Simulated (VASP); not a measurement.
# NaCl (Pm-3m) in VASP: a series of runs, part 2 of 2

VASP 6.6.1. Earlier steps stand in the parts before.

## (3) Vibrations by perturbation theory, PBEsol

INCAR reads:

```
SYSTEM = NaCl
  ALGO = Normal
  EDIFF = 1E-8
  ENCUT = 500
  GGA = PS
  GGA_COMPAT = .FALSE.
  IBRION = 8
  ISIF = 2
  ISMEAR = -1
  LASPH = .TRUE.
  LCHARG = .FALSE.
  LREAL = .FALSE.
  LWAVE = .FALSE.
  NELM = 120
  NSW = 1
  PREC = Accurate
  SIGMA = 0.05
```

KPOINTS reads:

```
k-points
0
G
  6 6 6
  0 0 0
```

POSCAR reads:

```
NaCl
1.0
    3.5021900000      0.0000000000      0.0000000000
    0.0000000000      3.5021900000      0.0000000000
    0.0000000000      0.0000000000      3.5021900000
Cl Na
1 1
Direct
    0.5000000000      0.5000000000      0.5000000000
    0.0000000000      0.0000000000      0.0000000000
```

Potentials or basis: VASP PAW PBE potentials, release 64 (Cl, Na_pv).

Command:

```sh
> cat potpaw_PBE.64/Cl/POTCAR potpaw_PBE.64/Na_pv/POTCAR > POTCAR
> mpirun -np 1 vasp_std > vasp.out
```

OUTCAR:

```text
SYSTEM = NaCl
   EDIFF = 1E-8
   ENCUT = 500
   GGA = PS
   IBRION = 8
   ISIF = 2
   ISMEAR = -1
   LASPH = .TRUE.
   LREAL = .FALSE.
   NELM = 120
   NSW = 1
   PREC = Accurate

 ion  position               nearest neighbor table
   1  0.500  0.500  0.500-
   2  0.000  0.000  0.000-

  LATTYP: Found a simple cubic cell.
 ALAT       =     3.5021900000

  Lattice vectors:
[... 526 lines left out ...]

 SECOND DERIVATIVES (NOT SYMMETRIZED)
 ------------------------------------
               1X          1Y          1Z          2X          2Y          2Z
  1X    -0.291144    0.000000    0.000000    0.291144   -0.000000    0.000000
  1Y    -0.000000   -0.291144    0.000000    0.000000    0.291144    0.000000
  1Z     0.000000    0.000000   -0.291144    0.000000    0.000000    0.291144
  2X     0.260603    0.000000   -0.000000   -0.260603   -0.000000    0.000000
  2Y     0.000000    0.260603   -0.000000   -0.000000   -0.260603    0.000000
  2Z    -0.000000   -0.000000    0.260603    0.000000    0.000000   -0.260603

 Eigenvectors and eigenvalues of the dynamical matrix
 ----------------------------------------------------

   1 f  =    2.186551 THz    13.738507 2PiTHz   72.935503 cm-1     9.042846 meV
             X         Y         Z           dx          dy          dz
      1.751095  1.751095  1.751095    -0.000000   -0.648250   -0.000000
      0.000000  0.000000  0.000000    -0.000000    0.761428    0.000000
[... 21 lines left out ...]
   6 f/i=    0.059785 THz     0.375643 2PiTHz    1.994227 cm-1     0.247253 meV
             X         Y         Z           dx          dy          dz
      1.751095  1.751095  1.751095    -0.000000   -0.000000    0.761428
      0.000000  0.000000  0.000000     0.000000    0.000000    0.648250

--------------------------------------------------------------------------------------------------------

 ELASTIC MODULI CONTR FROM IONIC RELAXATION (kBar)
 Direction    XX          YY          ZZ          XY          YZ          ZX
 --------------------------------------------------------------------------------
 XX           0.0000      0.0000      0.0000      0.0000      0.0000      0.0000
 YY           0.0000      0.0000      0.0000      0.0000      0.0000      0.0000
 ZZ           0.0000      0.0000      0.0000      0.0000      0.0000      0.0000
 XY           0.0000      0.0000      0.0000      0.0000      0.0000      0.0000
 YZ           0.0000      0.0000      0.0000      0.0000      0.0000      0.0000
 ZX           0.0000      0.0000      0.0000      0.0000      0.0000      0.0000
 --------------------------------------------------------------------------------
```

Wall time 86 s (1 thread of Intel Xeon Platinum 8259CL at 2.50GHz (Skylake/Cascade Lake), shared host); peak memory 0.19 GiB.

What came out:

- Highest phonon frequency at Γ, LO-TO splitting left out: 73 cm⁻¹

Phonon frequencies in cm⁻¹ (negative: imaginary):
```tsv
q point	frequencies
(0.000, 0.000, 0.000)	-2 -2 -2 73 73 73
```

Caveat: the cell wasn't relaxed at this level first, which shifts response properties.

## (4) Dielectric tensor, PBE

INCAR reads:

```
PREC = Accurate
ENCUT = 400
EDIFF = 1E-8
ISMEAR = 0
SIGMA = 0.01
LREAL = False
LASPH = True
NELM = 120
ALGO = Normal
ISIF = 2
LWAVE = False
LCHARG = False
GGA = PE
LEPSILON = True
GGA_COMPAT = False
```

KPOINTS reads:

```
Automatic mesh
0
Gamma
  8 8 8
```

POSCAR is that of step 3.

Potentials or basis: VASP PAW PBE potentials, release 64 (Cl, Na_pv).

Command:

```sh
> cat potpaw_PBE.64/Cl/POTCAR potpaw_PBE.64/Na_pv/POTCAR > POTCAR
> mpirun -np 1 vasp_std > vasp.out
```

OUTCAR:

```text
PREC = Accurate
   ENCUT = 400
   EDIFF = 1E-8
   ISMEAR = 0
   LREAL = False
   LASPH = True
   NELM = 120
   ISIF = 2
   GGA = PE
   LEPSILON = True

 ion  position               nearest neighbor table
   1  0.500  0.500  0.500-
   2  0.000  0.000  0.000-

  LATTYP: Found a simple cubic cell.
 ALAT       =     3.5021900000

  Lattice vectors:

 A1 = (   3.5021900000,   0.0000000000,   0.0000000000)
 A2 = (   0.0000000000,   3.5021900000,   0.0000000000)
 A3 = (   0.0000000000,   0.0000000000,   3.5021900000)

Analysis of symmetry for initial positions (statically):
=====================================================================
 Subroutine PRICEL returns:
[... 580 lines left out ...]
    -0.00009  0.00000  0.00000
     0.00000 -0.00009 -0.00000
    -0.00000  0.00000 -0.00002

 MACROSCOPIC STATIC DIELECTRIC TENSOR (including local field effects in DFT)
 ------------------------------------------------------
           2.704733    -0.000000    -0.000000
          -0.000000     2.704733    -0.000000
          -0.000000    -0.000000     2.704733
 ------------------------------------------------------

 PIEZOELECTRIC TENSOR (including local field effects)  for field in x, y, z        (e  Angst)
          XX          YY          ZZ          XY          YZ          ZX
  --------------------------------------------------------------------------------
  x     0.00000     0.00000     0.00000     0.00000     0.00000     0.00000
  y     0.00000     0.00000     0.00000     0.00000     0.00000     0.00000
  z     0.00000     0.00000     0.00000     0.00000     0.00000     0.00000

 PIEZOELECTRIC TENSOR (including local field effects)  for field in x, y, z        (C/m^2)
          XX          YY          ZZ          XY          YZ          ZX
  --------------------------------------------------------------------------------
  x     0.00000     0.00000     0.00000     0.00000     0.00000     0.00000
  y     0.00000     0.00000     0.00000     0.00000     0.00000     0.00000
  z     0.00000     0.00000     0.00000     0.00000     0.00000     0.00000

 BORN EFFECTIVE CHARGES (including local field effects) (in |e|, cummulative output)
 ---------------------------------------------------------------------------------
 ion    1
    1    -1.18925     0.00000     0.00000
    2     0.00000    -1.18925     0.00000
    3    -0.00000    -0.00000    -1.18925
 ion    2
    1     1.18925    -0.00000    -0.00000
    2    -0.00000     1.18925    -0.00000
    3     0.00000     0.00000     1.18925
```

stdout:

```text
POSCAR found type information on POSCAR ClNa
 POSCAR found :  2 types and       2 ions
 scaLAPACK will be used
 LDA part: xc-table for (Slater+PW92), standard interpolation
 POSCAR, INCAR and KPOINTS ok, starting setup
 FFT: planning ... GRIDC
 FFT: planning ... GRID_SOFT
 FFT: planning ... GRID
 WAVECAR not read
 entering main loop
 Linear response reoptimize wavefunctions to high precision
 Linear response G [H, r] |phi>, progress :
  Direction:   1
 Linear response G [H, r] |phi>, progress :
  Direction:   2
 Linear response G [H, r] |phi>, progress :
  Direction:   3
 Linear response to external field (no local field effect), progress :
  Direction:   1
 dielectric tensor                  component  1 :     2.621    -0.147    -0.070
 Linear response to external field (no local field effect), progress :
  Direction:   2
 dielectric tensor                  component  2 :    -0.147     2.878    -0.077
 Linear response to external field (no local field effect), progress :
  Direction:   3
 dielectric tensor                  component  3 :    -0.070    -0.077     3.466
 Linear response to external field, progress :
  Direction:   1
 dielectric tensor                  component  1 :     2.705    -0.108    -0.087
 Linear response to external field, progress :
  Direction:   2
 dielectric tensor                  component  2 :    -0.108     2.705    -0.087
 Linear response to external field, progress :
  Direction:   3
 dielectric tensor                  component  3 :    -0.088    -0.108     2.705
 Born effective charges drift removed
```

It took 1.7 min on 1 thread of Intel Xeon Platinum 8259CL at 2.50GHz (Skylake/Cascade Lake), shared host; peak memory 0.18 GiB.

Results:

```
Band gap on the k mesh                  : 3.97 eV, indirect (least direct gap 4.46 eV)
Electronic dielectric tensor (diagonal) : 2.70
Born charges (mean of the diagonal)     : Cl -1.19; Na +1.19 e
```

Electronic dielectric tensor:
```
2.70 0.00 0.00
0.00 2.70 0.00
0.00 0.00 2.70
```

Born effective charge tensors (e):
atom 1, Cl
```
-1.19  0.00  0.00
 0.00 -1.19  0.00
 0.00  0.00 -1.19
```
atom 2, Na
```
1.19 0.00 0.00
0.00 1.19 0.00
0.00 0.00 1.19
```

## (5) Summary

| task | level | potentials or basis | k mesh | cutoff (eV) | smearing | gap on the mesh (eV) |
| --- | --- | --- | --- | --- | --- | --- |
| dielectric tensor | LDA | VASP PAW LDA potentials, release 64 (Cl, Na_pv) | 8 × 8 × 8 | 520 | gaussian 0.01 eV | 3.61 |
| vibrations by perturbation theory | PBEsol | VASP PAW PBE potentials, release 64 (Cl, Na_pv) | 6 × 6 × 6 | 500 | fermi-dirac 0.05 eV | - |
| dielectric tensor | PBE | VASP PAW PBE potentials, release 64 (Cl, Na_pv) | 8 × 8 × 8 | 400 | gaussian 0.01 eV | 3.97 |

Alike in all rows: no spin polarisation; cell as given.

Caveats: the cell wasn't relaxed at this level first, which shifts response properties (some runs).

Total energies depend on the potentials used, so only differences within one code and one set of settings carry meaning.
